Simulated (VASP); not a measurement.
# Mg8HO8 (a cell with a defect) in VASP: single point with PBE

Aim: the single point of Mg8HO8 (a cell with a defect) with PBE.

Program: VASP 6.6.1. These are calculated values, not measurements. Logs are shortened: lines on timing, memory, paths and dates and some standing lists are left out, and cuts for length are marked.

### 1 The cell of the first run

The cell holds a defect, 17 atoms: a = 5.518 Å, b = 5.518 Å, c = 5.518 Å, α = 60.00°, β = 60.00°, γ = 60.00°.

### 2 Single point, PBE, collinear spin

INCAR reads:

```
SYSTEM = Mg8HO8
ALGO = Normal ; EDIFF = 1E-7
ENCUT = 520 ; GGA = PE
ISIF = 2 ; ISMEAR = -1
ISPIN = 2 ; LASPH = .True.
LCHARG = .False. ; LORBIT = 11
LREAL = Auto ; LWAVE = .False.
MAGMOM = 0 0 0 0 0 0 0 0 0 0 0 0.08 0 0.08 0.08 0.08 0.32 ; NBANDS = 50
NELM = 150 ; PREC = Accurate
SIGMA = 0.02
```

KPOINTS reads:

```
k-points
0
Gamma
  2 2 2
  0 0 0
```

POSCAR reads:

```
Mg8HO8
1.0
    0.0000000000      3.9020000000      3.9020000000
    3.9020000000      0.0000000000      3.9020000000
    3.9020000000      3.9020000000      0.0000000000
Mg O H
8 8 1
Direct
   -0.0000640697     -0.0021143004      0.0016529985
   -0.0042798565      0.0098923629      0.4958995387
   -0.0055484367      0.4974500256      0.0021143004
   -0.0108405946      0.5023065095      0.5256535110
    0.4816376217      0.0220271656      0.0037801128
    0.4942977960     -0.0061891338      0.5011916966
    0.5134546386      0.4879036392     -0.0015376730
    0.4836878524      0.5024218350      0.4933239364
    0.2630830343      0.2358149667      0.2516786263
    0.2598282932      0.2471937468      0.7462711430
    0.2499359303      0.7594695028      0.2418118913
    0.2450666325      0.7475012814      0.7620066632
    0.7648769862      0.2359174782      0.2556509482
    0.7657227063      0.2251793952      0.7642362891
    0.7697719118      0.7611609431      0.2202332137
    0.7521399282      0.7738467453      0.7541389031
    0.6434136340      0.5927729370      0.6048180420
```

Potentials or basis: VASP PAW PBE potentials, release 64 (Mg, O, H).

Started as:

```
$ cat potpaw_PBE.64/Mg/POTCAR potpaw_PBE.64/O/POTCAR potpaw_PBE.64/H/POTCAR > POTCAR
$ mpirun -np 1 vasp_std > vasp.out
```

OUTCAR:

```text
SYSTEM = Mg8HO8
   EDIFF = 1E-7
   ENCUT = 520
   GGA = PE
   ISIF = 2
   ISMEAR = -1
   ISPIN = 2
   LASPH = .True.
   LORBIT = 11
   LREAL = Auto
   NELM = 150
   PREC = Accurate

 ion  position               nearest neighbor table
   1  1.000  0.998  0.002-  15 1.82  14 1.84  12 1.91  11 1.91  13 1.92  10 1.99   7 2.69   4 2.71
                             5 2.73   3 2.74   6 2.75   2 2.75   2 2.77   6 2.77   3 2.78   5 2.79
   2  0.996  0.010  0.496-  13 1.84  16 1.87  14 1.89   9 1.93  11 1.97  12 2.01   5 2.70   3 2.71
                             6 2.72   4 2.74   8 2.75   1 2.75   1 2.77   8 2.77   4 2.78   6 2.80
   3  0.994  0.497  0.002-  15 1.89  13 1.92  16 1.92  12 1.95  10 1.98   9 2.02   4 2.63   5 2.66
                             7 2.69   2 2.71   1 2.74   8 2.75   8 2.77   1 2.78   2 2.81   7 2.83
   4  0.989  0.502  0.526-  17 1.59  10 1.92  16 1.96  14 1.96  11 2.03  15 2.06   9 2.11   7 2.62
                             3 2.63   8 2.64   1 2.71   6 2.73   2 2.74   2 2.78   6 2.80   1 2.82
   5  0.482  0.022  0.004-   9 1.81  10 1.87  14 1.91  11 1.93  16 1.95  15 1.98   7 2.65   3 2.66
                             2 2.70   6 2.70   1 2.73   8 2.74   8 2.79   1 2.79   6 2.82   2 2.82
   6  0.494  0.994  0.501-  17 1.81   9 1.88  12 1.93  10 1.95  16 2.00  13 2.00  15 2.01   5 2.70
                             2 2.72   4 2.73   1 2.75   7 2.75   8 2.76   8 2.76   7 2.77   1 2.77
   7  0.513  0.488  0.998-  17 1.78  14 1.94   9 1.96  12 1.97  13 1.98  11 2.01  16 2.05   4 2.62
                             5 2.65   3 2.69   8 2.69   1 2.69   6 2.75   6 2.77   1 2.82   3 2.83
   8  0.484  0.502  0.493-  17 1.64  10 1.87  11 1.90  13 1.98  12 2.01  15 2.13  14 2.16   4 2.64
                             7 2.69   5 2.74   2 2.75   3 2.75   6 2.76   6 2.76   3 2.77   2 2.77
   9  0.263  0.236  0.252-   5 1.81   6 1.88   2 1.93   7 1.96   3 2.02   4 2.11
  10  0.260  0.247  0.746-   8 1.87   5 1.87   4 1.92   6 1.95   3 1.98   1 1.99
  11  0.250  0.759  0.242-   8 1.90   1 1.91   5 1.93   2 1.97   7 2.01   4 2.03
  12  0.245  0.748  0.762-   1 1.91   6 1.93   3 1.95   7 1.97   8 2.01   2 2.01
  13  0.765  0.236  0.256-   2 1.84   3 1.92   1 1.92   8 1.98   7 1.98   6 2.00
  14  0.766  0.225  0.764-   1 1.84   2 1.89   5 1.91   7 1.94   4 1.96   8 2.16
  15  0.770  0.761  0.220-   1 1.82   3 1.89   5 1.98   6 2.01   4 2.06   8 2.13
  16  0.752  0.774  0.754-   2 1.87   3 1.92   5 1.95   4 1.96   6 2.00   7 2.05
  17  0.643  0.593  0.605-   4 1.59   8 1.64   7 1.78   6 1.81

  LATTYP: Found a face centered cubic cell.
 ALAT       =     7.8040000000

  Lattice vectors:

 A1 = (   0.0000000000,   3.9020000000,   3.9020000000)
 A2 = (   3.9020000000,   0.0000000000,   3.9020000000)
 A3 = (   3.9020000000,   3.9020000000,   0.0000000000)

Analysis of symmetry for initial positions (statically):
=====================================================================
 Subroutine PRICEL returns:
 Original cell was already a primitive cell.

 Routine SETGRP: Setting up the symmetry group for a
 face centered cubic supercell.

 Subroutine GETGRP returns: Found  1 space group operations
 (whereof  1 operations were pure point group operations)
 out of a pool of 48 trial point group operations.

The static configuration has the point symmetry C_1 .

Analysis of symmetry for dynamics (positions and initial velocities):
=====================================================================
 Subroutine PRICEL returns:
 Original cell was already a primitive cell.

 Routine SETGRP: Setting up the symmetry group for a
 face centered cubic supercell.

 Subroutine GETGRP returns: Found  1 space group operations
 (whereof  1 operations were pure point group operations)
 out of a pool of 48 trial point group operations.

The dynamic configuration has the point symmetry C_1 .

Analysis of structural, dynamic, and magnetic symmetry:
=====================================================================
 Subroutine PRICEL returns:
 Original cell was already a primitive cell.

 Routine SETGRP: Setting up the symmetry group for a
 face centered cubic supercell.

 Subroutine GETGRP returns: Found  1 space group operations
 (whereof  1 operations were pure point group operations)
 out of a pool of 48 trial point group operations.

The overall configuration has the point symmetry C_1 .

 Subroutine INISYM returns: Found  1 space group operations
 (whereof  1 operations are pure point group operations),
 and found     1 'primitive' translations

----------------------------------------------------------------------------------------

                                     Primitive cell

  volume of cell :     118.8206

[... 96 lines left out ...]
   LNONCOLLINEAR =      F non collinear calculations
   LSORBIT =      F    spin-orbit coupling
   LASPH  =      T    aspherical Exc in radial PAW
   ENCUT  =  520.0 eV  38.22 Ry    6.18 a.u.  10.26 10.26 10.26*2*pi/ulx,y,z
   NELM   =    150;   NELMIN=  2; NELMDL= -5     # of ELM steps
   EDIFF  = 0.1E-06   stopping-criterion for ELM
   LREAL  =      T    real-space projection
   EDIFFG = 0.1E-05   stopping-criterion for IOM
   NSW    =      0    number of steps for IOM
   IBRION =     -1    ionic relax: 0-MD 1-quasi-New 2-CG
   NFREE  =      0    steps in history (QN), initial steepest desc. (CG)
   ISIF   =      2    stress and relaxation
   ISYM   =      2    0-nonsym 1-usesym 2-fastsym
   POTIM  = 0.5000    time-step for ionic-motion
   TEBEG  =    0.0;   TEEND  =   0.0 temperature during run
   PSTRESS=    0.0 pullay stress
   NELECT =      65.0000    total number of electrons
   NUPDOWN=      -1.0000    fix difference up-down
   EMIN   =  10.00;   EMAX   =-10.00  energy-range for DOS
   EFERMI =   0.00;   METHOD = LEGACY
   ISMEAR =    -1;   SIGMA  =   0.02  broadening in eV -4-tet -1-fermi 0-gaus
   EFERMI_NEDOS =   21; number of points for ismear=-14 and -15
   IALGO  =     38    algorithm
   IMIX   =      4    mixing-type and parameters
     AMIX     =   0.40;   BMIX     =  1.00
     AMIX_MAG =   1.60;   BMIX_MAG =  1.00
  volume/ion in A,a.u.               =       6.99        47.17
  Fermi-wavevector in a.u.,A,eV,Ry     =   1.338902  2.530157 24.390589  1.792658
  Thomas-Fermi vector in A             =   2.467336
   LORBIT       =     11    0 simple, 1 ext, 2 COOP (PROOUT), +10 PAW based schemes
   GGA     = PE    functional components
   LHFCALC =     F    Hartree Fock is set to
   AEXX    =    0.0000 exact exchange contribution
   IVDW    =     0    specifies the selected vdW correction
   LEPSILON=     F    determine dielectric tensor
   LRPA    =     F    only Hartree local field effects (RPA)
 spin polarized calculation
  energy-cutoff  :      520.00
  volume of cell :      118.82
 maximum number of plane-waves:      3250
 NGX is ok and might be reduce to    42
   NGX = 21   NGY = 21   NGZ = 21

 number of electron      65.0000001 magnetization       0.7500050

 Free energy of the ion-electron system (eV)
  ---------------------------------------------------
  ext. energy  EPLUGINS =         0.00000000
  ---------------------------------------------------
  free energy    TOTEN  =       -86.20629245 eV

  energy without entropy =      -86.20420819  energy(sigma->0) =      -86.20525032

 E-fermi :   9.0915     XC(G=0): -12.3083

 val. band max:        9.0541558155   @ k =   0.5000   0.0000   0.5000
 cond. band min:       9.1279001580   @ k =   0.5000   0.5000   0.0000
 fundamental gap:      0.0737443425
 Fermi energy:         9.0915251000

 spin component 1

 k-point     1 :       0.0000    0.0000    0.0000
  band No.  band energies     occupation
      1     -13.5327      1.00000
      2     -11.7197      1.00000
      3     -11.6090      1.00000
      4     -11.5054      1.00000
      5     -11.4171      1.00000
      6     -11.0822      1.00000
[... 365 lines left out ...]
     43      18.0320      0.00000
     44      18.4977      0.00000
 Fermi energy:         9.0915251000

 spin component 2

 k-point     1 :       0.0000    0.0000    0.0000
  band No.  band energies     occupation
      1     -13.4604      1.00000
      2     -11.6506      1.00000
      3     -11.5532      1.00000
      4     -11.4685      1.00000
      5     -11.3699      1.00000
      6     -11.0187      1.00000
[... 365 lines left out ...]
     43      18.0916      0.00000
     44      18.5129      0.00000
 [bands above 44 left out]

------------------------ aborting loop because EDIFF is reached ----------------------------------------

  FORCE on cell =-STRESS in cart. coord.  units (eV):
  Direction    XX          YY          ZZ          XY          YZ          ZX
  --------------------------------------------------------------------------------------
  -------------------------------------------------------------------------------------
  Total       57.1328150     59.9231760     58.7515572      0.0206521      0.5994517     -0.4824015
  in kB      770.3789618    808.0041943    792.2060842      0.2784734      8.0830080     -6.5047028
  external PRESSURE =     790.1964134 kB  Pullay stress =       0.0000000 kB

 VOLUME and BASIS-vectors are now :
 -----------------------------------------------------------------------------
  energy-cutoff  :      520.00
  volume of cell :      118.82
      direct lattice vectors                 reciprocal lattice vectors
     0.000000000  3.902000000  3.902000000    -0.128139416  0.128139416  0.128139416
     3.902000000  0.000000000  3.902000000     0.128139416 -0.128139416  0.128139416
     3.902000000  3.902000000  0.000000000     0.128139416  0.128139416 -0.128139416

 POSITION                                       TOTAL-FORCE (eV/Angst)
 -----------------------------------------------------------------------------------
      3.90020      3.90820      7.79550        -0.451725      1.216862      0.811821
      1.97360      5.82030      3.92390        -0.280587      1.553309     -0.004244
      1.94930      3.88860      5.82140         0.439008      0.670744      0.949747
      4.01110      5.91080      5.81970        -2.106881     -0.531420      1.840714
      0.10070      1.89410      1.96530        -2.586834      1.249380     -0.223948
      5.83350      3.88440      5.80660        -0.190461      1.186377      0.546330
[... 9 lines left out ...]
      5.96220      5.87750      5.95440        -0.930661      0.052606     -1.577055
      4.67300      4.87060      4.82360         1.120860     -0.496785      0.113911
 -----------------------------------------------------------------------------------
    total drift:                               -0.000728      0.000011     -0.000972

  FREE ENERGIE OF THE ION-ELECTRON SYSTEM (eV)
  ---------------------------------------------------
  free  energy   TOTEN  =       -86.2062924464 eV

  energy  without entropy=      -86.2042081922  energy(sigma->0) =      -86.20525032

 total charge

# of ion       s       p       d       tot
------------------------------------------
    1        0.205   0.307   0.169   0.681
    2        0.199   0.294   0.159   0.652
    3        0.192   0.277   0.145   0.614
    4        0.189   0.268   0.141   0.598
    5        0.203   0.302   0.165   0.670
    6        0.187   0.271   0.144   0.603
[... 9 lines left out ...]
   16        1.559   3.695   0.000   5.254
   17        0.627   0.029   0.000   0.656
--------------------------------------------------
tot         14.643  31.906   1.199  47.748

 magnetization (x)

# of ion       s       p       d       tot
------------------------------------------
    1        0.001   0.002   0.002   0.005
    2        0.000   0.000   0.001   0.001
    3        0.000   0.000   0.001   0.001
    4        0.001   0.005   0.008   0.013
    5        0.000   0.000   0.001   0.002
    6       -0.001   0.000   0.003   0.002
[... 9 lines left out ...]
   16        0.003   0.044   0.000   0.048
   17        0.228   0.002   0.000   0.230
--------------------------------------------------
tot          0.255   0.315   0.023   0.593
```

Run time: 2.4 min. Hardware: 1 thread of Intel Xeon 6975P-C (Granite Rapids), shared host; peak memory 0.34 GiB.

Results:

* Free energy: -86.2063 eV
* Pressure: 79.0 GPa
* Largest force: 2.881 eV/Å
* Net moment: 0.75 μB per cell
* Site moments: Mg +0.01, +0.00 (each value once); O -0.00, +0.07, +0.11, +0.10, +0.05 (each value once); H +0.23 μB
* Valence electrons inside the program's atomic spheres: Mg 0.68, 0.65, 0.61, 0.60, 0.67, 0.58 (each value once); O 5.28, 5.29, 5.26, 5.24, 5.25 (each value once); H 0.66

Forces in eV/Å, atoms in the order of the input:
```
Mg  -0.452  1.217  0.812
Mg  -0.281  1.553 -0.004
Mg   0.439  0.671  0.950
Mg  -2.107 -0.531  1.841
Mg  -2.587  1.249 -0.224
Mg  -0.190  1.186  0.546
Mg   1.482 -0.492  0.063
Mg  -0.299  0.582  1.105
O    2.533 -1.017  0.362
O    0.628 -0.947 -0.640
O   -0.345  0.793 -0.843
O   -0.675 -0.756 -0.438
O    0.881 -2.068 -0.024
O    0.137 -1.169  0.117
O    0.644  0.173 -2.159
O   -0.931  0.053 -1.577
H    1.121 -0.497  0.114
```

Stress tensor (GPa, compression positive):
```
77.04  0.03 -0.65
 0.03 80.80  0.81
-0.65  0.81 79.22
```

Caveat: the k points lie up to 0.70 Å⁻¹ apart; a moment this small can come from the mesh or the smearing.
